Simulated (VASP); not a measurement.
Here is a VASP 6.6.1 calculation.

The input INCAR:

```
SYSTEM = Sb
ALGO = Normal
EDIFF = 1E-8
ENCUT = 520
GGA = CA
ISIF = 2
ISMEAR = -1
LASPH = .True.
LCHARG = .False.
LEFG = .True.
LREAL = .False.
LWAVE = .False.
NBANDS = 12
NELM = 100
PREC = Accurate
SIGMA = 0.03
```

KPOINTS

```
k-points
0
Gamma
  12 12 7
  0 0 0
```

The input POSCAR:

```
Sb
1.0
    3.3801929534      0.0000000000      0.0000000000
   -1.6900964767      2.9273329673      0.0000000000
    0.0000000000      0.0000000000      5.3477077713
Sb
2
Direct
    0.3333333333      0.6666666667      0.2500000000
    0.6666666667      0.3333333333      0.7500000000
```

Potentials or basis: VASP PAW LDA potentials, release 64 (Sb).

Run with:

```sh
$ cat potpaw_LDA.64/Sb/POTCAR > POTCAR
$ mpirun -np 1 vasp_std > vasp.out
```

(1) Estimate the band gap on the k mesh.

(2) Predict the pressure.

## Answers

(1) zero (band 5 reaches 12.55 eV, above the bottom of band 6 at 5.76 eV).

(2) -1.9 GPa.

Caveat: without QUAD_EFG the Cq values of the log hold for a quadrupole moment of 1 mb, not for the nuclei; spin-orbit coupling is left out, which moves the levels of the heavy elements.
